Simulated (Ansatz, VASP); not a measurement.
## One calculation of Ca, two programs

POSCAR

```
Ca
1.0
   -2.2199092317      2.2199092317      2.2199092317
    2.2199092317     -2.2199092317      2.2199092317
    2.2199092317      2.2199092317     -2.2199092317
Ca
1
Direct
    0.0000000000      0.0000000000      0.0000000000
```

File INCAR.step1:

```
  PREC = Accurate
  ENCUT = 520
  ISMEAR = 1
  SIGMA = 0.1
  LREAL = F
  LASPH = T
  NELM = 100
  NBANDS = 11
  GGA = PE
  ALGO = Normal
  EDIFF = 1E-4
  LWAVE = T
  LCHARG = F
```

The input INCAR.step2:

```
  PREC = Accurate
  ENCUT = 520
  EDIFF = 1E-6
  ISMEAR = 1
  SIGMA = 0.1
  LREAL = F
  LASPH = T
  NELM = 100
  ALGO = Normal
  ISIF = 2
  LWAVE = F
  LCHARG = F
  METAGGA = R2SCAN
  LMIXTAU = T
  NBANDS = 11
  ISTART = 1
```

Contents of KPOINTS:

```
Automatic mesh
0
Gamma
  9 9 9
```

Input for Ansatz:

```yaml
crystal:
  lattice:
    - [-2.219909231650325, 2.219909231650325, 2.219909231650325]
    - [2.219909231650325, -2.219909231650325, 2.219909231650325]
    - [2.219909231650325, 2.219909231650325, -2.219909231650325]
  atoms:
    - { symbol: Ca, position: [0.0, 0.0, 0.0] }
basis:
  ecutwfc: 500.0
kpoints:
  mp_grid:
    grid: [9, 9, 9]
hamiltonian:
  xc: r2scan
scf:
  max_iter: 90
  occupations:
    method: cold
output:
  stress: true
```

Alike in both runs: task single point; functional r2SCAN; k mesh 9 × 9 × 9; no spin polarisation.

|  | VASP | Ansatz |
| --- | --- | --- |
| version | VASP 6.6.1 | Ansatz 0.2.0 |
| potentials or method | VASP PAW PBE potentials, release 64 (Ca_sv), cutoff 520 eV | plane waves, PAW |
| occupations | methfessel-paxton of order 1, width 0.1 eV | cold |
| valence electrons in the cell | 10 | 10 |

|  | VASP | Ansatz | Ansatz less VASP |
| --- | --- | --- | --- |
| pressure (GPa) | -0.1 | -0.1 | -0.05 |

VASP's potentials were made for PBE, not for r2SCAN.
